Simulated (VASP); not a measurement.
# TiClF (P-6m2) in VASP: further runs

TiClF is run at these levels: PBE; tasks: single point, relaxation of cell and atoms.

Everything below comes from runs of VASP 6.6.1. Logs are shortened: lines on timing, memory, paths and dates and some standing lists are left out, and cuts for length are marked.

## (1) The cell of the first run

Symmetry: P-6m2, No. 187, hexagonal system. Conventional cell: a = 3.672 Å, b = 3.672 Å, c = 4.102 Å, α = 90.00°, β = 90.00°, γ = 120.00°. Ti (site symmetry -6m2) has 3 F at 2.12 Å within 2.8 Å. Within 3.9 Å of Cl (site symmetry -6m2) lie 6 Ti at 2.95 Å and 6 F at 2.95 Å and 6 Cl at 3.67 Å. F (site symmetry -6m2) has 3 Ti at 2.12 Å within 2.8 Å.

The cell was built from a structure type or drawn by symmetry, and may not be a known phase.

## (2) Single point, PBE, collinear spin

INCAR

```
PREC = Accurate ; ENCUT = 520
EDIFF = 1E-6 ; ISMEAR = 0
SIGMA = 0.1 ; LREAL = False
LASPH = True ; NELM = 150
ALGO = Normal ; ISIF = 2
LWAVE = False ; LCHARG = False
ISPIN = 2 ; MAGMOM = 1 0 0
LORBIT = 11 ; LMAXMIX = 4
GGA = PE ; NBANDS = 24
```

KPOINTS

```
regular mesh
0
Gamma
  6 6 4
```

POSCAR

```
TiClF
1.0
    3.6722070205     -0.0000000027      0.0000000000
   -1.8361035079      3.1802245690      0.0000000000
    0.0000000000      0.0000000000      4.1020791464
Ti Cl F
1 1 1
Direct
    0.3333333333      0.6666666667      0.5000000000
    0.0000000000      0.0000000000      0.0000000000
    0.6666666667      0.3333333333      0.5000000000
```

Potentials or basis: VASP PAW PBE potentials, release 64 (Ti_sv, Cl, F).

Command:

```console
$ cat potpaw_PBE.64/Ti_sv/POTCAR potpaw_PBE.64/Cl/POTCAR potpaw_PBE.64/F/POTCAR > POTCAR
$ mpirun -np 1 vasp_std > vasp.out
```

OUTCAR:

```text
PREC = Accurate
   ENCUT = 520
   EDIFF = 1E-6
   ISMEAR = 0
   LREAL = False
   LASPH = True
   NELM = 150
   ISIF = 2
   ISPIN = 2
   LORBIT = 11
   GGA = PE

 ion  position               nearest neighbor table
   1  0.333  0.667  0.500-   3 2.12   3 2.12   3 2.12
   2  0.000  0.000  0.000-
   3  0.667  0.333  0.500-   1 2.12   1 2.12   1 2.12

  LATTYP: Found a hexagonal cell.
 ALAT       =     3.6722070205
 C/A-ratio  =     1.1170609727

  Lattice vectors:

 A1 = (   3.6722070205,  -0.0000000027,   0.0000000000)
 A2 = (  -1.8361035079,   3.1802245690,   0.0000000000)
 A3 = (   0.0000000000,   0.0000000000,   4.1020791464)

Analysis of symmetry for initial positions (statically):
=====================================================================
 Subroutine PRICEL returns:
 Original cell was already a primitive cell.

 Routine SETGRP: Setting up the symmetry group for a
 hexagonal supercell.

 Subroutine GETGRP returns: Found 12 space group operations
 (whereof 12 operations were pure point group operations)
 out of a pool of 24 trial point group operations.

The static configuration has the point symmetry D_3h.

Analysis of symmetry for dynamics (positions and initial velocities):
=====================================================================
 Subroutine PRICEL returns:
 Original cell was already a primitive cell.

 Routine SETGRP: Setting up the symmetry group for a
 hexagonal supercell.

 Subroutine GETGRP returns: Found 12 space group operations
 (whereof 12 operations were pure point group operations)
 out of a pool of 24 trial point group operations.

The dynamic configuration has the point symmetry D_3h.

Analysis of structural, dynamic, and magnetic symmetry:
=====================================================================
 Subroutine PRICEL returns:
 Original cell was already a primitive cell.

 Routine SETGRP: Setting up the symmetry group for a
 hexagonal supercell.

 Subroutine GETGRP returns: Found 12 space group operations
 (whereof 12 operations were pure point group operations)
 out of a pool of 24 trial point group operations.

The overall configuration has the point symmetry D_3h.

 Subroutine INISYM returns: Found 12 space group operations
 (whereof 12 operations are pure point group operations),
 and found     1 'primitive' translations

----------------------------------------------------------------------------------------

                                     Primitive cell

  volume of cell :      47.9059

  direct lattice vectors                    reciprocal lattice vectors
     3.672207021 -0.000000003  0.000000000     0.272315802  0.157221601  0.000000000
    -1.836103508  3.180224569  0.000000000     0.000000000  0.314443203  0.000000000
     0.000000000  0.000000000  4.102079146     0.000000000  0.000000000  0.243778817

  length of vectors
     3.672207021  3.672207020  4.102079146     0.314443203  0.314443203  0.243778817

  position of ions in fractional coordinates (direct lattice)
     0.333333333  0.666666667  0.500000000
     0.000000000  0.000000000  0.000000000
     0.666666667  0.333333333  0.500000000

  ion indices of the primitive-cell ions
   primitive index   ion index
                 1           1
                 2           2
                 3           3

----------------------------------------------------------------------------------------

 KPOINTS: regular mesh

Automatic generation of k-mesh.
 Grid dimensions read from file:
 generate k-points for:    6    6    4

 Generating k-lattice:

  Cartesian coordinates                     Fractional coordinates (reciprocal lattice)
     0.045385967  0.026203600  0.000000000     0.166666667  0.000000000  0.000000000
     0.000000000  0.052407201  0.000000000     0.000000000  0.166666667  0.000000000
     0.000000000  0.000000000  0.060944704     0.000000000  0.000000000  0.250000000

  Length of vectors
     0.052407201  0.052407201  0.060944704

  Shift w.r.t. Gamma in fractional coordinates (k-lattice)
     0.000000000  0.000000000  0.000000000

 Subroutine IBZKPT returns following result:
 ===========================================

 Found     21 irreducible k-points:

 Following reciprocal coordinates:
            Coordinates               Weight
  0.000000  0.000000  0.000000      1.000000
  0.166667  0.000000  0.000000      6.000000
  0.333333  0.000000  0.000000      6.000000
  0.500000 -0.000000  0.000000      3.000000
  0.166667  0.166667  0.000000      6.000000
  0.333333  0.166667  0.000000     12.000000
[... 13 lines left out ...]
  0.333333  0.166667  0.500000     12.000000
  0.333333  0.333333  0.500000      2.000000
   k-points           NKPTS =     21   k-points in BZ     NKDIM =     21   number of bands    NBANDS=     24
   number of dos      NEDOS =    301   number of ions     NIONS =      3
   total plane-waves  NPLWV =  25088
   dimension x,y,z NGX =    28 NGY =   28 NGZ =   32
   dimension x,y,z NGXF=    56 NGYF=   56 NGZF=   64
   ions per type =               1   1   1
   NGX,Y,Z   is equivalent  to a cutoff of  12.68, 12.68, 12.97 a.u.
   NGXF,Y,Z  is equivalent  to a cutoff of  25.35, 25.35, 25.94 a.u.
 SYSTEM =  unknown system
   PREC   = accura    normal or accurate (medium, high low for compatibility)
   ISTART =      0    job   : 0-new  1-cont  2-samecut
   ICHARG =      2    charge: 1-file 2-atom 10-const
   ISPIN  =      2    spin polarized calculation?
   LNONCOLLINEAR =      F non collinear calculations
   LSORBIT =      F    spin-orbit coupling
   LASPH  =      T    aspherical Exc in radial PAW
   ENCUT  =  520.0 eV  38.22 Ry    6.18 a.u.   6.83  6.83  7.63*2*pi/ulx,y,z
   NELM   =    150;   NELMIN=  2; NELMDL= -5     # of ELM steps
   EDIFF  = 0.1E-05   stopping-criterion for ELM
   LREAL  =      F    real-space projection
   EDIFFG = 0.1E-04   stopping-criterion for IOM
   NSW    =      0    number of steps for IOM
   IBRION =     -1    ionic relax: 0-MD 1-quasi-New 2-CG
   NFREE  =      0    steps in history (QN), initial steepest desc. (CG)
   ISIF   =      2    stress and relaxation
   ISYM   =      2    0-nonsym 1-usesym 2-fastsym
   POTIM  = 0.5000    time-step for ionic-motion
   TEBEG  =    0.0;   TEEND  =   0.0 temperature during run
   PSTRESS=    0.0 pullay stress
   NELECT =      26.0000    total number of electrons
   NUPDOWN=      -1.0000    fix difference up-down
   EMIN   =  10.00;   EMAX   =-10.00  energy-range for DOS
   EFERMI =   0.00;   METHOD = LEGACY
   ISMEAR =     0;   SIGMA  =   0.10  broadening in eV -4-tet -1-fermi 0-gaus
   EFERMI_NEDOS =   21; number of points for ismear=-14 and -15
   IALGO  =     38    algorithm
   IMIX   =      4    mixing-type and parameters
     AMIX     =   0.40;   BMIX     =  1.00
     AMIX_MAG =   1.60;   BMIX_MAG =  1.00
  volume/ion in A,a.u.               =      15.97       107.76
  Fermi-wavevector in a.u.,A,eV,Ry     =   1.335374  2.523491 24.262236  1.783224
  Thomas-Fermi vector in A             =   2.464083
   LORBIT       =     11    0 simple, 1 ext, 2 COOP (PROOUT), +10 PAW based schemes
   GGA     = PE    functional components
   LHFCALC =     F    Hartree Fock is set to
   AEXX    =    0.0000 exact exchange contribution
   IVDW    =     0    specifies the selected vdW correction
   LEPSILON=     F    determine dielectric tensor
   LRPA    =     F    only Hartree local field effects (RPA)
 spin polarized calculation
 Gauss-broadening in eV      SIGMA  =   0.10
  energy-cutoff  :      520.00
  volume of cell :       47.91
 maximum number of plane-waves:      1308
 NGX is ok and might be reduce to    28
   NGX = 13   NGY = 13   NGZ = 15

 number of electron      26.0000011 magnetization       1.9948997

 Free energy of the ion-electron system (eV)
  ---------------------------------------------------
  ext. energy  EPLUGINS =         0.00000000
  ---------------------------------------------------
  free energy    TOTEN  =       -16.56534273 eV

  energy without entropy =      -16.55554079  energy(sigma->0) =      -16.56044176

 E-fermi :   6.9436     XC(G=0): -10.1752

 val. band max:        6.8818014125   @ k =   0.1667   0.1667   0.0000
 cond. band min:       6.9767974426   @ k =   0.3333   0.3333   0.2500
 fundamental gap:      0.0949960300
 Fermi energy:         6.9436003114

 spin component 1

 k-point     1 :       0.0000    0.0000    0.0000
  band No.  band energies     occupation
      1     -51.6646      1.00000
      2     -28.0227      1.00000
      3     -28.0227      1.00000
      4     -27.8500      1.00000
      5     -19.4582      1.00000
      6     -10.3909      1.00000
[... 16 lines left out ...]
     23      17.7782      0.00000
     24      17.7782      0.00000

 k-point     2 :       0.1667    0.0000    0.0000
  band No.  band energies     occupation
      1     -51.6631      1.00000
      2     -28.0568      1.00000
      3     -28.0272      1.00000
      4     -27.8480      1.00000
      5     -19.3995      1.00000
      6     -10.3224      1.00000
[... 16 lines left out ...]
     23      17.8250      0.00000
     24      19.4734      0.00000

 k-point     3 :       0.3333    0.0000    0.0000
  band No.  band energies     occupation
      1     -51.6601      1.00000
      2     -28.1238      1.00000
      3     -28.0364      1.00000
      4     -27.8442      1.00000
      5     -19.2861      1.00000
      6     -10.1697      1.00000
[... 16 lines left out ...]
     23      17.9048      0.00000
     24      19.2969      0.00000
[... 433 lines left out ...]
 k-point    20 :       0.3333    0.1667    0.5000
  band No.  band energies     occupation
      1     -51.6583      1.00000
      2     -28.1446      1.00000
      3     -28.0507      1.00000
      4     -27.8510      1.00000
      5     -19.2229      1.00000
      6     -10.0074      1.00000
[... 16 lines left out ...]
     23      18.4712      0.00000
     24      20.3886      0.00000

 k-point    21 :       0.3333    0.3333    0.5000
  band No.  band energies     occupation
      1     -51.6575      1.00000
      2     -28.1483      1.00000
      3     -28.0658      1.00000
      4     -27.8499      1.00000
      5     -19.1967      1.00000
      6      -9.9581      1.00000
[... 16 lines left out ...]
     23      18.5228      0.00000
     24      19.9590      0.00000
 Fermi energy:         6.9436003114

 spin component 2

 k-point     1 :       0.0000    0.0000    0.0000
  band No.  band energies     occupation
      1     -50.0106      1.00000
      2     -26.5258      1.00000
      3     -26.5258      1.00000
      4     -25.8787      1.00000
      5     -19.4435      1.00000
      6     -10.3655      1.00000
[... 16 lines left out ...]
     23      17.9861      0.00000
     24      18.2377      0.00000

 k-point     2 :       0.1667    0.0000    0.0000
  band No.  band energies     occupation
      1     -50.0090      1.00000
      2     -26.5689      1.00000
      3     -26.5309      1.00000
      4     -25.8765      1.00000
      5     -19.3770      1.00000
      6     -10.2982      1.00000
[... 16 lines left out ...]
     23      18.0962      0.00000
     24      20.0380      0.00000

 k-point     3 :       0.3333    0.0000    0.0000
  band No.  band energies     occupation
      1     -50.0056      1.00000
      2     -26.6529      1.00000
      3     -26.5411      1.00000
      4     -25.8722      1.00000
      5     -19.2490      1.00000
      6     -10.1491      1.00000
[... 16 lines left out ...]
     23      18.2891      0.00000
     24      19.8628      0.00000
[... 433 lines left out ...]
 k-point    20 :       0.3333    0.1667    0.5000
  band No.  band energies     occupation
      1     -50.0036      1.00000
      2     -26.6803      1.00000
      3     -26.5570      1.00000
      4     -25.8800      1.00000
      5     -19.1792      1.00000
      6      -9.9937      1.00000
[... 16 lines left out ...]
     23      18.7423      0.00000
     24      20.6797      0.00000

 k-point    21 :       0.3333    0.3333    0.5000
  band No.  band energies     occupation
      1     -50.0028      1.00000
      2     -26.6870      1.00000
      3     -26.5733      1.00000
      4     -25.8786      1.00000
      5     -19.1494      1.00000
      6      -9.9456      1.00000
[... 16 lines left out ...]
     23      18.6380      0.00000
     24      20.5426      0.00000

------------------------ aborting loop because EDIFF is reached ----------------------------------------

  FORCE on cell =-STRESS in cart. coord.  units (eV):
  Direction    XX          YY          ZZ          XY          YZ          ZX
  --------------------------------------------------------------------------------------
  -------------------------------------------------------------------------------------
  Total        0.0780748      0.0780748     -0.0445174      0.0000000      0.0000000      0.0000000
  in kB        2.6111556      2.6111556     -1.4888501      0.0000000      0.0000000      0.0000000
  external PRESSURE =       1.2444871 kB  Pullay stress =       0.0000000 kB

 VOLUME and BASIS-vectors are now :
 -----------------------------------------------------------------------------
  energy-cutoff  :      520.00
  volume of cell :       47.91
      direct lattice vectors                 reciprocal lattice vectors
     3.672207021 -0.000000003  0.000000000     0.272315802  0.157221601  0.000000000
    -1.836103508  3.180224569  0.000000000     0.000000000  0.314443203  0.000000000
     0.000000000  0.000000000  4.102079146     0.000000000  0.000000000  0.243778817

 POSITION                                       TOTAL-FORCE (eV/Angst)
 -----------------------------------------------------------------------------------
      0.00000      2.12015      2.05104        -0.000000      0.000000      0.000000
      0.00000      0.00000      0.00000         0.000000     -0.000000      0.000000
      1.83610      1.06007      2.05104        -0.000000      0.000000      0.000000
 -----------------------------------------------------------------------------------
    total drift:                               -0.000000      0.000000     -0.000000

  FREE ENERGIE OF THE ION-ELECTRON SYSTEM (eV)
  ---------------------------------------------------
  free  energy   TOTEN  =       -16.5653427274 eV

  energy  without entropy=      -16.5555407927  energy(sigma->0) =      -16.56044176

 total charge

# of ion       s       p       d       tot
------------------------------------------
    1        2.081   6.031   1.975  10.087
    2        1.605   3.519   0.000   5.124
    3        1.739   4.378   0.000   6.117
--------------------------------------------------
tot          5.425  13.928   1.975  21.328

 magnetization (x)

# of ion       s       p       d       tot
------------------------------------------
    1        0.011   0.011   1.643   1.665
    2        0.012  -0.026   0.000  -0.014
    3        0.002  -0.006   0.000  -0.004
--------------------------------------------------
tot          0.025  -0.021   1.643   1.647
```

Run time: 36 s. Hardware: 1 thread of Intel Xeon 8259CL, shared host; peak memory 0.2 GiB.

What came out:

* Free energy: -16.5653 eV
* Pressure: 0.1 GPa
* Band gap on the k mesh: zero (filled and empty bands overlap)
* Net moment: 1.99 μB per cell
* Site moments: Ti +1.67; Cl -0.01; F -0.00 μB
* Valence electrons inside the program's atomic spheres: Ti 10.09; Cl 5.12; F 6.12

Levels at points of the mesh, in eV from the Fermi level:
Spin up:
```csv
k point,band 12,band 13,band 14,band 15,band 16,band 17
"(0.00, 0.00, 0.00)",-4.28,-0.82,-0.47,-0.47,0.67,1.33
"(0.50, 0.00, 0.00)",-4.66,-0.74,-0.69,0.23,0.44,0.58
"(0.00, 0.00, 0.50)",-4.47,-0.36,-0.36,0.14,1.05,1.05
"(0.50, 0.00, 0.50)",-5.14,-0.13,0.16,0.17,0.36,0.44
```
Spin down:
```
           k point  band 10  band 11  band 12  band 13  band 14  band 15
(0.00, 0.00, 0.00)    -4.61    -4.24    -4.24     0.16     1.46     1.63
(0.50, 0.00, 0.00)    -6.41    -5.28    -4.60     0.43     1.24     1.26
(0.00, 0.00, 0.50)    -6.53    -4.37    -4.37     1.30     1.57     1.57
(0.50, 0.00, 0.50)    -5.39    -5.34    -4.97     1.35     1.62     1.62
```

Caveat: the k points lie up to 0.38 Å⁻¹ apart, too coarse for converged energies and pressures of a metal; semilocal functionals often make such compounds metallic where correlation or magnetic order opens a gap, which also shifts bond lengths.

(Part 1 of 2 ends here.)
